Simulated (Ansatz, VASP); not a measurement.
**BiTe in VASP and in Ansatz**

INCAR

```
PREC = Accurate
ENCUT = 520
EDIFF = 1E-6
ISMEAR = 0
SIGMA = 0.15
LREAL = F
LASPH = T
NELM = 100
ALGO = Normal
ISIF = 2
LWAVE = F
LCHARG = T
GGA = PE
LELF = T
LVHAR = T
NBANDS = 18
```

Contents of KPOINTS:

```
Automatic mesh
0
Gamma
  12 12 12
```

POSCAR

```
BiTe
1.0
    2.5438431614      1.4686885340      3.2343596556
   -2.5438431614      1.4686885340      3.2343596556
    0.0000000000     -2.9373770681      3.2343596556
Bi Te
1 1
Direct
    0.5000000000      0.5000000000      0.5000000000
    0.0000000000      0.0000000000      0.0000000000
```

Input for Ansatz:

```yaml
crystal:
  lattice:
    - [2.5438431614, 1.468688534, 3.2343596556]
    - [-2.5438431614, 1.468688534, 3.2343596556]
    - [0.0, -2.9373770681, 3.2343596556]
  atoms:
    - { symbol: Bi, position: [0.5, 0.5, 0.5] }
    - { symbol: Te, position: [0.0, 0.0, 0.0] }
basis:
  ecutwfc: 420
kpoints:
  mp_grid: { grid: [12, 12, 12] }
hamiltonian:
  xc: pbe
scf:
  occupations: { method: gaussian, width: 0.15 }
output:
  forces: true
  stress: true
  eigenvalues: true
```

Change from the starting cell: strain +0.050 along x and y, -0.025 along z, atoms carried along.

Alike in both runs: task single point; functional PBE; k mesh 12 × 12 × 12; occupations gaussian, width 0.15 eV; no spin polarisation.

|  | VASP | Ansatz |
| --- | --- | --- |
| version | VASP 6.6.1 | Ansatz 0.2.0 |
| potentials or method | VASP PAW PBE potentials, release 64 (Bi_d, Te), cutoff 520 eV | scalar-relativistic, plane waves, PAW |
| valence electrons in the cell | 21 | 31 |

```tsv
	VASP	Ansatz	Ansatz less VASP
gap on the k mesh at the Fermi level (eV)	none	none	-
pressure (GPa)	-3.6	-3.6	+0.08
traceless stress, the component that is largest in VASP (GPa)	1.76	1.76	0.000
```

A gap of «none» marks a metal or a gap that the smearing closes. With one functional, cell and mesh, what is left measures potentials, basis and numerics. VASP's potentials hold 21 valence electrons a cell and Ansatz's 31, so a difference there can come from the potentials and not from the codes.

Spin-orbit coupling is off throughout.
